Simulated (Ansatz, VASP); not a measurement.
# One calculation of CuI, two programs

```xyz
2
Lattice="0.0000 3.0315 3.0315 3.0315 0.0000 3.0315 3.0315 3.0315 0.0000" Properties=species:S:1:pos:R:3 pbc="T T T"
Cu    4.5473    4.5473    4.5473
I     0.0000    0.0000    0.0000
```

Alike in both runs: task single point; functional PBE; k mesh 12 × 12 × 12; occupations gaussian, width 0.05 eV; no spin polarisation.

|  | VASP | Ansatz |
| --- | --- | --- |
| version | VASP 6.6.1 | Ansatz 0.2.0 |
| potentials or method | VASP PAW PBE potentials, release 64 (Cu, I), cutoff 520 eV | scalar-relativistic, plane waves, PAW |
| valence electrons in the cell | 18 | 36 |

|  | VASP | Ansatz | Ansatz less VASP |
| --- | --- | --- | --- |
| gap on the k mesh at the Fermi level (eV) | 1.14 | 1.12 | -0.023 |
| pressure (GPa) | 0.7 | 0.3 | -0.39 |

VASP's potentials hold 18 valence electrons a cell and Ansatz's 36, so a difference there can come from the potentials and not from the codes.

Neither program's run includes spin-orbit coupling.
